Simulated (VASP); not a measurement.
# Sc (P4/nmm) in VASP: further runs

The runs below take Sc through single point, with PBEsol.

All numbers are computed with VASP 6.6.1; they aren't measurements. Logs are shortened: lines on timing, memory, paths and dates and some standing lists are left out, and cuts for length are marked.

## Step 1: The cell of the first run

Symmetry: P4/nmm, No. 129, tetragonal system. The conventional cell has a = 4.730 Å, b = 4.730 Å, c = 3.180 Å, α = 90.00°, β = 90.00°, γ = 90.00°. Sc (site symmetry -4m2) has 14 Sc at 2.65 to 3.34 Å within 3.5 Å. Within 3.5 Å of Sc (site symmetry 4mm) lie 14 Sc at 2.65 to 3.44 Å.

## Step 2: Single point, PBEsol

File INCAR:

```
SYSTEM = Sc
PREC = Accurate
ENCUT = 520
EDIFF = 1E-6
ISMEAR = 1
SIGMA = 0.1
LREAL = .False.
LASPH = .True.
NELM = 60
ALGO = Normal
ISIF = 2
LWAVE = .False.
LCHARG = .False.
GGA = PS
NBANDS = 30
```

File KPOINTS:

```
regular mesh
0
Gamma
  6 6 8
  0 0 0
```

File POSCAR:

```
Sc
1.0
    4.7300000000      0.0000000000      0.0000000000
    0.0000000000      4.7300000000      0.0000000000
    0.0000000000      0.0000000000      3.1800000000
Sc
4
Direct
    0.0000000000      0.0000000000      0.0000000000
    0.5000000000      0.5000000000      0.0000000000
    0.0000000000      0.5000000000      0.6250000000
    0.5000000000      0.0000000000      0.3750000000
```

Potentials or basis: VASP PAW PBE potentials, release 64 (Sc_sv).

Launch:

```bash
> cat potpaw_PBE.64/Sc_sv/POTCAR > POTCAR
> mpirun -np 1 vasp_std > vasp.out
```

OUTCAR:

```text
SYSTEM = Sc
   PREC = Accurate
   ENCUT = 520
   EDIFF = 1E-6
   ISMEAR = 1
   LREAL = .False.
   LASPH = .True.
   NELM = 60
   ISIF = 2
   GGA = PS

 ion  position               nearest neighbor table
   1  0.000  0.000  0.000-   3 2.65   4 2.65   3 2.65   4 2.65   3 3.09   3 3.09   4 3.09   4 3.09
                             2 3.34   2 3.34   2 3.34   2 3.34
   2  0.500  0.500  0.000-   3 2.65   4 2.65   4 2.65   3 2.65   3 3.09   4 3.09   3 3.09   4 3.09
                             1 3.34   1 3.34   1 3.34   1 3.34
   3  0.000  0.500  0.625-   1 2.65   2 2.65   1 2.65   2 2.65   1 3.09   1 3.09   2 3.09   2 3.09

   4  0.500  0.000  0.375-   1 2.65   2 2.65   2 2.65   1 2.65   2 3.09   1 3.09   1 3.09   2 3.09

  LATTYP: Found a simple tetragonal cell.
 ALAT       =     4.7300000000
 C/A-ratio  =     0.6723044397

  Lattice vectors:

 A1 = (   4.7300000000,   0.0000000000,   0.0000000000)
 A2 = (   0.0000000000,   4.7300000000,   0.0000000000)
 A3 = (   0.0000000000,   0.0000000000,   3.1800000000)

Analysis of symmetry for initial positions (statically):
=====================================================================
 Subroutine PRICEL returns:
 Original cell was already a primitive cell.

 Routine SETGRP: Setting up the symmetry group for a
 simple tetragonal supercell.

 Subroutine GETGRP returns: Found 16 space group operations
 (whereof  8 operations were pure point group operations)
 out of a pool of 16 trial point group operations.

The static configuration has the point symmetry D_2d.
 The point group associated with its full space group is D_4h.

Analysis of symmetry for dynamics (positions and initial velocities):
=====================================================================
 Subroutine PRICEL returns:
 Original cell was already a primitive cell.

 Routine SETGRP: Setting up the symmetry group for a
 simple tetragonal supercell.

 Subroutine GETGRP returns: Found 16 space group operations
 (whereof  8 operations were pure point group operations)
 out of a pool of 16 trial point group operations.

The dynamic configuration has the point symmetry D_2d.
 The point group associated with its full space group is D_4h.

 Subroutine INISYM returns: Found 16 space group operations
 (whereof  8 operations are pure point group operations),
 and found     1 'primitive' translations

----------------------------------------------------------------------------------------

                                     Primitive cell

  volume of cell :      71.1458

  direct lattice vectors                    reciprocal lattice vectors
     4.730000000  0.000000000  0.000000000     0.211416490  0.000000000  0.000000000
     0.000000000  4.730000000  0.000000000     0.000000000  0.211416490  0.000000000
     0.000000000  0.000000000  3.180000000     0.000000000  0.000000000  0.314465409

  length of vectors
     4.730000000  4.730000000  3.180000000     0.211416490  0.211416490  0.314465409

  position of ions in fractional coordinates (direct lattice)
     0.000000000  0.000000000  0.000000000
     0.500000000  0.500000000  0.000000000
     0.000000000  0.500000000  0.625000000
     0.500000000  0.000000000  0.375000000

  ion indices of the primitive-cell ions
   primitive index   ion index
                 1           1
                 2           2
                 3           3
                 4           4

----------------------------------------------------------------------------------------

 KPOINTS: regular mesh

Automatic generation of k-mesh.
 Grid dimensions read from file:
 generate k-points for:    6    6    8

 Generating k-lattice:

  Cartesian coordinates                     Fractional coordinates (reciprocal lattice)
     0.035236082  0.000000000  0.000000000     0.166666667  0.000000000  0.000000000
     0.000000000  0.035236082  0.000000000     0.000000000  0.166666667  0.000000000
     0.000000000  0.000000000  0.039308176     0.000000000  0.000000000  0.125000000

  Length of vectors
     0.035236082  0.035236082  0.039308176

  Shift w.r.t. Gamma in fractional coordinates (k-lattice)
     0.000000000  0.000000000  0.000000000

 Subroutine IBZKPT returns following result:
 ===========================================

 Found     50 irreducible k-points:

 Following reciprocal coordinates:
            Coordinates               Weight
  0.000000  0.000000  0.000000      1.000000
  0.166667  0.000000  0.000000      4.000000
  0.333333  0.000000  0.000000      4.000000
  0.500000  0.000000  0.000000      2.000000
  0.166667  0.166667  0.000000      4.000000
  0.333333  0.166667  0.000000      8.000000
[... 16 lines left out ...]
  0.333333  0.000000  0.250000      8.000000
  0.500000  0.000000  0.250000      4.000000
 [... further k-points ...]
   k-points           NKPTS =     50   k-points in BZ     NKDIM =     50   number of bands    NBANDS=     30
   number of dos      NEDOS =    301   number of ions     NIONS =      4
   total plane-waves  NPLWV =  31104
   dimension x,y,z NGX =    36 NGY =   36 NGZ =   24
   dimension x,y,z NGXF=    72 NGYF=   72 NGZF=   48
   ions per type =               4
   NGX,Y,Z   is equivalent  to a cutoff of  12.65, 12.65, 12.55 a.u.
   NGXF,Y,Z  is equivalent  to a cutoff of  25.31, 25.31, 25.09 a.u.
 SYSTEM =  Sc
   PREC   = accura    normal or accurate (medium, high low for compatibility)
   ISTART =      0    job   : 0-new  1-cont  2-samecut
   ICHARG =      2    charge: 1-file 2-atom 10-const
   ISPIN  =      1    spin polarized calculation?
   LNONCOLLINEAR =      F non collinear calculations
   LSORBIT =      F    spin-orbit coupling
   LASPH  =      T    aspherical Exc in radial PAW
   ENCUT  =  520.0 eV  38.22 Ry    6.18 a.u.   8.79  8.79  5.91*2*pi/ulx,y,z
   NELM   =     60;   NELMIN=  2; NELMDL= -5     # of ELM steps
   EDIFF  = 0.1E-05   stopping-criterion for ELM
   LREAL  =      F    real-space projection
   EDIFFG = 0.1E-04   stopping-criterion for IOM
   NSW    =      0    number of steps for IOM
   IBRION =     -1    ionic relax: 0-MD 1-quasi-New 2-CG
   NFREE  =      0    steps in history (QN), initial steepest desc. (CG)
   ISIF   =      2    stress and relaxation
   ISYM   =      2    0-nonsym 1-usesym 2-fastsym
   POTIM  = 0.5000    time-step for ionic-motion
   TEBEG  =    0.0;   TEEND  =   0.0 temperature during run
   PSTRESS=    0.0 pullay stress
   NELECT =      44.0000    total number of electrons
   NUPDOWN=      -1.0000    fix difference up-down
   EMIN   =  10.00;   EMAX   =-10.00  energy-range for DOS
   EFERMI =   0.00;   METHOD = LEGACY
   ISMEAR =     1;   SIGMA  =   0.10  broadening in eV -4-tet -1-fermi 0-gaus
   EFERMI_NEDOS =   21; number of points for ismear=-14 and -15
   IALGO  =     38    algorithm
   IMIX   =      4    mixing-type and parameters
     AMIX     =   0.40;   BMIX     =  1.00
     AMIX_MAG =   1.60;   BMIX_MAG =  1.00
  volume/ion in A,a.u.               =      17.79       120.03
  Fermi-wavevector in a.u.,A,eV,Ry     =   1.394791  2.635774 26.469359  1.945443
  Thomas-Fermi vector in A             =   2.518306
   LORBIT       =      0    0 simple, 1 ext, 2 COOP (PROOUT), +10 PAW based schemes
   GGA     = PS    functional components
   LHFCALC =     F    Hartree Fock is set to
   AEXX    =    0.0000 exact exchange contribution
   IVDW    =     0    specifies the selected vdW correction
   LEPSILON=     F    determine dielectric tensor
   LRPA    =     F    only Hartree local field effects (RPA)
 non-spin polarized calculation
 Methfessel and Paxton  Order N= 1 SIGMA  =   0.10
  energy-cutoff  :      520.00
  volume of cell :       71.15
 maximum number of plane-waves:      1944
 NGX is ok and might be reduce to    36
   NGX = 17   NGY = 17   NGZ = 11

 number of electron      44.0000011 magnetization

 Free energy of the ion-electron system (eV)
  ---------------------------------------------------
  ext. energy  EPLUGINS =         0.00000000
  ---------------------------------------------------
  free energy    TOTEN  =       -24.32076455 eV

  energy without entropy =      -24.32199574  energy(sigma->0) =      -24.32117495

 E-fermi :   5.7112     XC(G=0): -11.4027

 val. band max:        5.7070522916   @ k =   0.1667   0.1667   0.2500
 cond. band min:       5.7291200868   @ k =   0.0000   0.0000   0.5000
 fundamental gap:      0.0220677952
 Fermi energy:         5.7111587447

 k-point     1 :       0.0000    0.0000    0.0000
  band No.  band energies     occupation
      1     -43.0039      2.00000
      2     -42.7307      2.00000
      3     -42.7081      2.00000
      4     -42.4910      2.00000
      5     -22.3985      2.00000
      6     -22.3985      2.00000
[... 22 lines left out ...]
     29       8.4058      0.00000
     30       8.8548      0.00000

 k-point     2 :       0.1667    0.0000    0.0000
  band No.  band energies     occupation
      1     -42.9853      2.00000
      2     -42.7421      2.00000
      3     -42.7012      2.00000
      4     -42.5066      2.00000
      5     -22.3750      2.00000
      6     -22.3194      2.00000
[... 22 lines left out ...]
     29       8.1787      0.00000
     30       8.6072      0.00000

 k-point     3 :       0.3333    0.0000    0.0000
  band No.  band energies     occupation
      1     -42.9343      2.00000
      2     -42.7927      2.00000
      3     -42.6624      2.00000
      4     -42.5489      2.00000
      5     -22.3101      2.00000
      6     -22.1289      2.00000
[... 22 lines left out ...]
     29       8.3098      0.00000
     30       8.4181      0.00000

 k-point     4 :       0.5000    0.0000    0.0000
  band No.  band energies     occupation
      1     -42.8638      2.00000
      2     -42.8638      2.00000
      3     -42.6061      2.00000
      4     -42.6061      2.00000
      5     -22.2202      2.00000
      6     -22.2202      2.00000
[... 22 lines left out ...]
     29       8.2581      0.00000
     30       8.2581      0.00000

 k-point     5 :       0.1667    0.1667    0.0000
  band No.  band energies     occupation
      1     -42.9670      2.00000
      2     -42.7343      2.00000
      3     -42.7130      2.00000
      4     -42.5224      2.00000
      5     -22.3075      2.00000
      6     -22.2876      2.00000
[... 22 lines left out ...]
     29       7.9474      0.00000
     30       8.2788      0.00000
[... 526 lines left out ...]
     29       8.3892      0.00000
     30       8.8192      0.00000

 k-point    22 :       0.1667    0.0000    0.2500
  band No.  band energies     occupation
      1     -42.9330      2.00000
      2     -42.7303      2.00000
      3     -42.6892      2.00000
      4     -42.5230      2.00000
      5     -22.2481      2.00000
      6     -22.2238      2.00000
[... 22 lines left out ...]
     29       8.2420      0.00000
     30       8.7426      0.00000

 k-point    23 :       0.3333    0.0000    0.2500
  band No.  band energies     occupation
      1     -42.8896      2.00000
      2     -42.7704      2.00000
      3     -42.6578      2.00000
      4     -42.5598      2.00000
      5     -22.1941      2.00000
      6     -22.0996      2.00000
[... 22 lines left out ...]
     29       8.7481      0.00000
     30       9.1312      0.00000

 k-point    24 :       0.5000    0.0000    0.2500
  band No.  band energies     occupation
      1     -42.8299      2.00000
      2     -42.8299      2.00000
      3     -42.6094      2.00000
      4     -42.6094      2.00000
      5     -22.1201      2.00000
      6     -22.1201      2.00000
[... 22 lines left out ...]
     29       8.9367      0.00000
     30       8.9368      0.00000

 [... further k-points ...]
[... 5 lines left out ...]
  --------------------------------------------------------------------------------------
  -------------------------------------------------------------------------------------
  Total       10.3065709     10.3065709      7.1844285      0.0000000     -0.0000000      0.0000000
  in kB      232.1001268    232.1001268    161.7906460      0.0000000     -0.0000000      0.0000000
  external PRESSURE =     208.6636332 kB  Pullay stress =       0.0000000 kB

 VOLUME and BASIS-vectors are now :
 -----------------------------------------------------------------------------
  energy-cutoff  :      520.00
  volume of cell :       71.15
      direct lattice vectors                 reciprocal lattice vectors
     4.730000000  0.000000000  0.000000000     0.211416490  0.000000000  0.000000000
     0.000000000  4.730000000  0.000000000     0.000000000  0.211416490  0.000000000
     0.000000000  0.000000000  3.180000000     0.000000000  0.000000000  0.314465409

 POSITION                                       TOTAL-FORCE (eV/Angst)
 -----------------------------------------------------------------------------------
      0.00000      0.00000      0.00000         0.000000      0.000000      0.000000
      2.36500      2.36500      0.00000         0.000000      0.000000      0.000000
      0.00000      2.36500      1.98750        -0.000000      0.000000     -0.834641
      2.36500      0.00000      1.19250         0.000000      0.000000      0.834641
 -----------------------------------------------------------------------------------
    total drift:                                0.000000      0.000000      0.000000

  FREE ENERGIE OF THE ION-ELECTRON SYSTEM (eV)
  ---------------------------------------------------
  free  energy   TOTEN  =       -24.3207645476 eV

  energy  without entropy=      -24.3219957434  energy(sigma->0) =      -24.32117495
```

Run time: 57 s. Hardware: 1 thread of Oxide Virtual Turin-like, shared host; peak memory 0.19 GiB.

What came out:

```
Free energy            : -24.3208 eV
Pressure               : 20.9 GPa
Largest force          : 0.835 eV/Å
Band gap on the k mesh : zero (band 22 reaches 6.77 eV, above the bottom of band 23 at 5.52 eV)
```

Forces on the atoms (eV/Å):
```
Sc   0.000  0.000  0.000
Sc   0.000  0.000  0.000
Sc   0.000  0.000 -0.835
Sc   0.000  0.000  0.835
```

Caveat: the PAW data sets were made with another functional, which shifts forces and pressure a little.

## Step 3: Single point, PBEsol

File INCAR:

```
  PREC = Accurate
  ENCUT = 520
  EDIFF = 1E-6
  ISMEAR = 1
  SIGMA = 0.1
  LREAL = F
  LASPH = T
  NELM = 80
  ALGO = Normal
  ISIF = 2
  LWAVE = F
  LCHARG = F
  GGA = PS
  NBANDS = 30
```

File KPOINTS:

```
Automatic mesh
0
Gamma
  6 6 8
```

POSCAR is that of step 2.

Potentials or basis: VASP PAW PBE potentials, release 64 (Sc_sv).

Launch:

```bash
> cat potpaw_PBE.64/Sc_sv/POTCAR > POTCAR
> mpirun -np 1 vasp_std > vasp.out
```

It took 61 s on 1 thread of Oxide Virtual Turin-like, shared host; peak memory 0.19 GiB.

The run converged. Its results:

```
Free energy            : -24.3208 eV
Pressure               : 20.9 GPa
Largest force          : 0.835 eV/Å
Band gap on the k mesh : zero (band 22 reaches 6.77 eV, above the bottom of band 23 at 5.52 eV)
```

Forces on the atoms (eV/Å):
```
Sc   0.000  0.000  0.000
Sc   0.000  0.000  0.000
Sc   0.000  0.000 -0.835
Sc   0.000  0.000  0.835
```

Stress tensor (GPa, compression positive):
```
23.21  0.00  0.00
 0.00 23.21  0.00
 0.00  0.00 16.18
```

Levels at points of the mesh, in eV from the Fermi level:
```tsv
k point	band 18	band 19	band 20	band 21	band 22	band 23	band 24	band 25	band 26	band 27
(0.00, 0.00, 0.00)	-2.34	-2.08	-1.98	-1.40	1.06	1.16	1.16	1.41	1.41	2.24
(0.50, 0.00, 0.00)	-3.63	-1.16	-1.16	-0.98	-0.98	0.62	0.62	1.58	1.58	1.72
(0.50, 0.50, 0.00)	-2.33	-2.26	-2.26	-0.19	-0.19	0.28	0.28	1.47	1.47	1.57
(0.00, 0.00, 0.50)	-1.87	-0.53	-0.53	-0.28	0.02	0.02	0.11	0.23	0.85	2.06
(0.50, 0.00, 0.50)	-1.76	-1.10	-1.10	-1.00	-1.00	0.65	0.65	0.75	0.75	0.80
(0.50, 0.50, 0.50)	-2.26	-2.13	-2.13	-0.62	-0.62	-0.05	-0.05	1.79	1.79	2.16
```

Caveat: the PAW data sets were made with another functional, which shifts forces and pressure a little.
